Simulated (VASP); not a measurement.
# Ru (P6_3/mmc) in VASP: a series of runs

The runs below take Ru through single point, with PBE+D3(BJ).

All numbers are computed with VASP 6.6.1; they aren't measurements. Logs are shortened: lines on timing, memory, paths and dates and some standing lists are left out, and cuts for length are marked.

## (1) The cell of the first run

Symmetry: P6_3/mmc, No. 194, hexagonal system. The conventional cell has a = 2.706 Å, b = 2.706 Å, c = 4.282 Å, α = 90.00°, β = 90.00°, γ = 120.00°. Within 3.5 Å of Ru (site symmetry -6m2) lie 12 Ru at 2.65 to 2.71 Å.

## (2) Single point, PBE+D3(BJ), non-collinear spin, zero start, spin-orbit coupling

Contents of INCAR:

```
SYSTEM = Ru
PREC = Accurate
ENCUT = 520
EDIFF = 1E-6
ISMEAR = -1
SIGMA = 0.02
LREAL = .FALSE.
LASPH = .TRUE.
NELM = 150
ALGO = Fast
ISIF = 2
LWAVE = .FALSE.
LCHARG = .TRUE.
LNONCOLLINEAR = .TRUE.
MAGMOM = 0 0 0 0 0 0
LORBIT = 11
LSORBIT = .TRUE.
GGA_COMPAT = .FALSE.
LORBMOM = .TRUE.
LMAXMIX = 4
GGA = PE
IVDW = 12
LVHAR = .TRUE.
NBANDS = 40
```

Contents of KPOINTS:

```
regular mesh
0
G
  8 8 5
  0 0 0
```

Contents of POSCAR:

```
Ru
1.0
    2.7058000000      0.0000000000      0.0000000000
   -1.3529000000      2.3432915376      0.0000000000
    0.0000000000      0.0000000000      4.2819000000
Ru
2
Direct
    0.6666666667      0.3333333333      0.7500000000
    0.3333333333      0.6666666667      0.2500000000
```

Potentials or basis: VASP PAW PBE potentials, release 64 (Ru_pv).

On the command line:

```
cat potpaw_PBE.64/Ru_pv/POTCAR > POTCAR
mpirun -np 1 vasp_ncl > vasp.out
```

OUTCAR:

```text
SYSTEM = Ru
   PREC = Accurate
   ENCUT = 520
   EDIFF = 1E-6
   ISMEAR = -1
   LREAL = .FALSE.
   LASPH = .TRUE.
   NELM = 150
   ISIF = 2
   LNONCOLLINEAR = .TRUE.
   LORBIT = 11
   LSORBIT = .TRUE.
   GGA = PE
   IVDW = 12
 IVDW          = 12

 ion  position               nearest neighbor table
   1  0.667  0.333  0.750-   2 2.65   2 2.65   2 2.65   2 2.65   2 2.65   2 2.65
   2  0.333  0.667  0.250-   1 2.65   1 2.65   1 2.65   1 2.65   1 2.65   1 2.65

  LATTYP: Found a hexagonal cell.
 ALAT       =     2.7058000000
 C/A-ratio  =     1.5824894671

  Lattice vectors:

 A1 = (   2.7058000000,   0.0000000000,   0.0000000000)
 A2 = (  -1.3529000000,   2.3432915376,   0.0000000000)
 A3 = (   0.0000000000,   0.0000000000,   4.2819000000)

Analysis of symmetry for initial positions (statically):
=====================================================================
 Subroutine PRICEL returns:
 Original cell was already a primitive cell.

 Routine SETGRP: Setting up the symmetry group for a
 hexagonal supercell.

 Subroutine GETGRP returns: Found 24 space group operations
 (whereof 12 operations were pure point group operations)
 out of a pool of 24 trial point group operations.

The static configuration has the point symmetry D_3d.
 The point group associated with its full space group is D_6h.

Analysis of symmetry for dynamics (positions and initial velocities):
=====================================================================
 Subroutine PRICEL returns:
 Original cell was already a primitive cell.

 Routine SETGRP: Setting up the symmetry group for a
 hexagonal supercell.

 Subroutine GETGRP returns: Found 24 space group operations
 (whereof 12 operations were pure point group operations)
 out of a pool of 24 trial point group operations.

The dynamic configuration has the point symmetry D_3d.
 The point group associated with its full space group is D_6h.

Analysis of structural, dynamic, and magnetic symmetry:
=====================================================================
 Subroutine PRICEL returns:
 Original cell was already a primitive cell.

 Routine SETGRP: Setting up the symmetry group for a
 hexagonal supercell.

 Subroutine GETGRP returns: Found 24 space group operations
 (whereof 12 operations were pure point group operations)
 out of a pool of 24 trial point group operations.

The overall configuration has the point symmetry D_3d.
 The point group associated with its full space group is D_6h.

 Subroutine INISYM returns: Found 24 space group operations
 (whereof 12 operations are pure point group operations),
 and found     1 'primitive' translations

----------------------------------------------------------------------------------------

                                     Primitive cell

  volume of cell :      27.1493

  direct lattice vectors                    reciprocal lattice vectors
     2.705800000  0.000000000  0.000000000     0.369576465  0.213375072  0.000000000
    -1.352900000  2.343291538  0.000000000     0.000000000  0.426750144  0.000000000
     0.000000000  0.000000000  4.281900000     0.000000000  0.000000000  0.233541185

  length of vectors
     2.705800000  2.705800000  4.281900000     0.426750144  0.426750144  0.233541185

  position of ions in fractional coordinates (direct lattice)
     0.666666667  0.333333333  0.750000000
     0.333333333  0.666666667  0.250000000

  ion indices of the primitive-cell ions
   primitive index   ion index
                 1           1
                 2           2

----------------------------------------------------------------------------------------

 KPOINTS: regular mesh

Automatic generation of k-mesh.
 Grid dimensions read from file:
 generate k-points for:    8    8    5

 Generating k-lattice:

  Cartesian coordinates                     Fractional coordinates (reciprocal lattice)
     0.046197058  0.026671884  0.000000000     0.125000000  0.000000000  0.000000000
     0.000000000  0.053343768  0.000000000     0.000000000  0.125000000  0.000000000
     0.000000000  0.000000000  0.046708237     0.000000000  0.000000000  0.200000000
[... 105 lines left out ...]
  ext. energy  EPLUGINS =         0.00000000
  ---------------------------------------------------
  free energy    TOTEN  =       -18.76727114 eV

  energy without entropy =      -18.76492338  energy(sigma->0) =      -18.76609726

 E-fermi :  12.8534     XC(G=0): -14.1207

 val. band max:       12.8517648922   @ k =   0.1250   0.0000   0.4000
 cond. band min:      12.8675432619   @ k =   0.3750   0.0000   0.4000
 fundamental gap:      0.0157783697
 Fermi energy:        12.8534140585

 k-point     1 :       0.0000    0.0000    0.0000
  band No.  band energies     occupation
      1     -32.4466      1.00000
      2     -32.4466      1.00000
      3     -31.9622      1.00000
      4     -31.9622      1.00000
      5     -29.3927      1.00000
      6     -29.3927      1.00000
[... 1021 lines left out ...]
     39      25.9344      0.00000
     40      25.9436      0.00000

 [... further k-points ...]

------------------------ aborting loop because EDIFF is reached ----------------------------------------

 Edisp (eV)   -1.24839

 E8    (eV) :    -0.5695

  FORCE on cell =-STRESS in cart. coord.  units (eV):
  Direction    XX          YY          ZZ          XY          YZ          ZX
  --------------------------------------------------------------------------------------
  -------------------------------------------------------------------------------------
  Total      -0.52853    -0.52853    -0.68134     0.00000    -0.00000     0.00000
  in kB     -31.19016   -31.19016   -40.20808     0.00000    -0.00000     0.00000
  external pressure =      -34.20 kB  Pullay stress =        0.00 kB

 VOLUME and BASIS-vectors are now :
 -----------------------------------------------------------------------------
  energy-cutoff  :      520.00
  volume of cell :       27.15
      direct lattice vectors                 reciprocal lattice vectors
     2.705800000  0.000000000  0.000000000     0.369576465  0.213375072  0.000000000
    -1.352900000  2.343291538  0.000000000     0.000000000  0.426750144  0.000000000
     0.000000000  0.000000000  4.281900000     0.000000000  0.000000000  0.233541185

 POSITION                                       TOTAL-FORCE (eV/Angst)
 -----------------------------------------------------------------------------------
      1.35290      0.78110      3.21143         0.000000     -0.000000     -0.000000
     -0.00000      1.56219      1.07048        -0.000000      0.000000      0.000000
 -----------------------------------------------------------------------------------
    total drift:                                0.000000     -0.000000      0.000000

  FREE ENERGIE OF THE ION-ELECTRON SYSTEM (eV)
  ---------------------------------------------------
  free  energy   TOTEN  =       -20.0156635182 eV

  energy  without entropy=      -20.0133157594  energy(sigma->0) =      -20.01448964

 orbital moment (x)

 # of ion     p       d       tot
 ----------------------------------------
  1        -0.000   0.000   0.000
  2        -0.000   0.000   0.000
 ----------------------------------------
           -0.000   0.000   0.000

 orbital moment (y)

 # of ion     p       d       tot
 ----------------------------------------
  1         0.000   0.000   0.000
  2        -0.000   0.000   0.000
 ----------------------------------------
            0.000   0.000   0.000

 orbital moment (z)

 # of ion     p       d       tot
 ----------------------------------------
  1         0.000   0.000   0.000
  2         0.000   0.000   0.000
 ----------------------------------------
            0.000   0.000   0.000

 Spin-Orbit-Coupling matrix elements

 Ion:    1  E_soc:     -0.2628407
 l=   1
     0.0000000    -0.0362627    -0.0363095
    -0.0362627     0.0000000    -0.0362627
    -0.0363095    -0.0362627     0.0000000
 l=   2
     0.0000000    -0.0015498     0.0000000    -0.0015498    -0.0060603
    -0.0015498     0.0000000    -0.0043668    -0.0015923    -0.0015498
     0.0000000    -0.0043668     0.0000000    -0.0043668     0.0000000
    -0.0015498    -0.0015923    -0.0043668     0.0000000    -0.0015498
    -0.0060603    -0.0015498     0.0000000    -0.0015498     0.0000000
 l=   3
     0.0000000     0.0000000     0.0000000     0.0000000     0.0000000     0.0000000     0.0000000
     0.0000000     0.0000000     0.0000000     0.0000000     0.0000000     0.0000000     0.0000000
     0.0000000     0.0000000     0.0000000     0.0000000     0.0000000     0.0000000     0.0000000
     0.0000000     0.0000000     0.0000000     0.0000000     0.0000000     0.0000000     0.0000000
     0.0000000     0.0000000     0.0000000     0.0000000     0.0000000     0.0000000     0.0000000
     0.0000000     0.0000000     0.0000000     0.0000000     0.0000000     0.0000000     0.0000000
     0.0000000     0.0000000     0.0000000     0.0000000     0.0000000     0.0000000     0.0000000

 Ion:    2  E_soc:     -0.2628407
 l=   1
     0.0000000    -0.0362627    -0.0363095
    -0.0362627     0.0000000    -0.0362627
    -0.0363095    -0.0362627     0.0000000
 l=   2
     0.0000000    -0.0015498     0.0000000    -0.0015498    -0.0060603
    -0.0015498     0.0000000    -0.0043668    -0.0015923    -0.0015498
     0.0000000    -0.0043668     0.0000000    -0.0043668     0.0000000
    -0.0015498    -0.0015923    -0.0043668     0.0000000    -0.0015498
    -0.0060603    -0.0015498     0.0000000    -0.0015498     0.0000000
 l=   3
     0.0000000     0.0000000     0.0000000     0.0000000     0.0000000     0.0000000     0.0000000
     0.0000000     0.0000000     0.0000000     0.0000000     0.0000000     0.0000000     0.0000000
     0.0000000     0.0000000     0.0000000     0.0000000     0.0000000     0.0000000     0.0000000
     0.0000000     0.0000000     0.0000000     0.0000000     0.0000000     0.0000000     0.0000000
     0.0000000     0.0000000     0.0000000     0.0000000     0.0000000     0.0000000     0.0000000
     0.0000000     0.0000000     0.0000000     0.0000000     0.0000000     0.0000000     0.0000000
     0.0000000     0.0000000     0.0000000     0.0000000     0.0000000     0.0000000     0.0000000

 total charge

# of ion       s       p       d       tot
------------------------------------------
    1        0.405   6.316   5.953  12.674
    2        0.405   6.316   5.953  12.674
--------------------------------------------------
tot          0.811  12.631  11.906  25.348

 magnetization (x)

# of ion       s       p       d       tot
------------------------------------------
    1       -0.000   0.000   0.000  -0.000
    2       -0.000   0.000   0.000  -0.000
--------------------------------------------------
tot         -0.000   0.000   0.000  -0.000

 magnetization (y)

# of ion       s       p       d       tot
------------------------------------------
    1        0.000   0.000  -0.000  -0.000
    2        0.000   0.000  -0.000  -0.000
--------------------------------------------------
tot          0.000   0.000  -0.000  -0.000

 magnetization (z)

# of ion       s       p       d       tot
------------------------------------------
    1        0.000   0.000   0.000   0.000
    2        0.000   0.000   0.000   0.000
--------------------------------------------------
tot          0.000   0.000   0.000   0.000
```

It took 29 s on 1 thread of Intel Xeon 6975P-C (Granite Rapids), shared host; peak memory 0.22 GiB.

What came out:

```yaml
Free_energy: -20.0157 eV
Pressure: -3.4 GPa
Net_moment: 0.00 μB per cell
Valence_electrons_inside_the_program's_atomic_spheres: Ru 12.67
Dispersion_energy_per_atom: -0.624 eV
```

Moments on the atoms (μB; x, y, z):
```
Ru  0.00 0.00 0.00
Ru  0.00 0.00 0.00
```

(Continued in part 2 of 2.)
